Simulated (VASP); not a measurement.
The system is ZnS.

```
Zn S
1.0
     0.00000    2.74555    2.63236
     2.74555    0.00000    2.63236
     2.74555    2.74555    0.00000
Zn S
1 1
Direct
  0.25000 0.25000 0.25000
  0.00000 0.00000 0.00000
```

This cell differs from its parent crystal: epitaxial xy strain +1.9%.

Base run:

| Quantity | Value |
| --- | --- |
| Program | VASP 6.6.1 |
| Functional | r2SCAN |
| Potentials or basis | VASP PAW PBE potentials, release 64 (Zn, S) |
| Cutoff | 520 eV |
| k mesh | 8 × 8 × 8 |
| Occupations | gaussian, width 0.01 eV |
| Spin | no spin polarisation |

Its results: band gap on the k mesh 2.55 eV, direct; pressure -1.1 GPa.

The run is repeated on the same cell with these changes: functional from r2SCAN to PBE; occupations from gaussian, width 0.01 eV to fermi-dirac, width 0.02 eV. What comes out?

Band gap on the k mesh 1.99 eV, direct; pressure 1.3 GPa.

Caveats: the PAW data sets were made with another functional, which shifts forces and pressure a little (some runs).

